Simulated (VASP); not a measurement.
Set up this calculation in VASP 6.6.1, as the native input.

```yaml
Task: relaxation of cell and atoms
Functional: PBE
Potentials_or_basis: VASP PAW PBE potentials, release 64 (In_d, P)
Cutoff: 600 eV
k_mesh: 24 × 24 × 10
Occupations: gaussian, width 0.1 eV
Spin: no spin polarisation
Dipole_correction: no
Further_INCAR_settings: ALGO = Normal; EDIFF = 1e-06; IBRION = 2; EDIFFG = -0.01; NSW = 100; ISIF = 3
```

The structure of InP lies in POSCAR:

```
InP
1.0
    3.0083873046      0.0000000000      0.0000000000
   -1.5041936523      2.6053398302      0.0000000000
    0.0000000000      0.0000000000      5.3673826998
In P
1 1
Direct
    0.0000000000      0.0000000000      0.0000000000
    0.0000000000      0.0000000000      0.5000000000
```

The cell was generated, and may not be a known phase.

One way to write it, as run:

INCAR

```
  ALGO = Normal
  EDIFF = 1E-6
  EDIFFG = -0.01
  ENCUT = 600
  GGA = PE
  IBRION = 2
  ISIF = 3
  ISMEAR = 0
  LASPH = True
  LCHARG = False
  LREAL = False
  LWAVE = False
  NELM = 80
  NSW = 100
  PREC = Accurate
  SIGMA = 0.1
```

KPOINTS

```
k-points
0
Gamma
  24 24 10
```

Potentials or basis: VASP PAW PBE potentials, release 64 (In_d, P).

Command:

```sh
$ cat potpaw_PBE.64/In_d/POTCAR potpaw_PBE.64/P/POTCAR > POTCAR
$ mpirun -np 1 vasp_std > vasp.out
```

Results of the run:

```json
{
 "Relaxed volume": "20.97 Å³/atom",
 "Relaxed cell": "a = 2.953 Å, b = 2.953 Å, c = 5.553 Å, α = 90.00°, β = 90.00°, γ = 120.00°",
 "Space group after relaxing (to 0.1 Å)": "P6/mmm (No. 191)",
 "Energy gained by relaxing": "16.4 meV/atom",
 "Ionic steps": "6",
 "Pressure after relaxing": "0.0 GPa",
 "Band gap on the k mesh": "zero (bands 9 and 10 overlap by 6.28 eV)"
}
```

Caveat: spin-orbit coupling is left out, which moves the levels of the heavy elements.

Run time: 5.8 min on 1 thread of AMD EPYC 9R45 96-Core Processor (Zen 5), with other jobs on the host, peak memory 0.37 GiB.
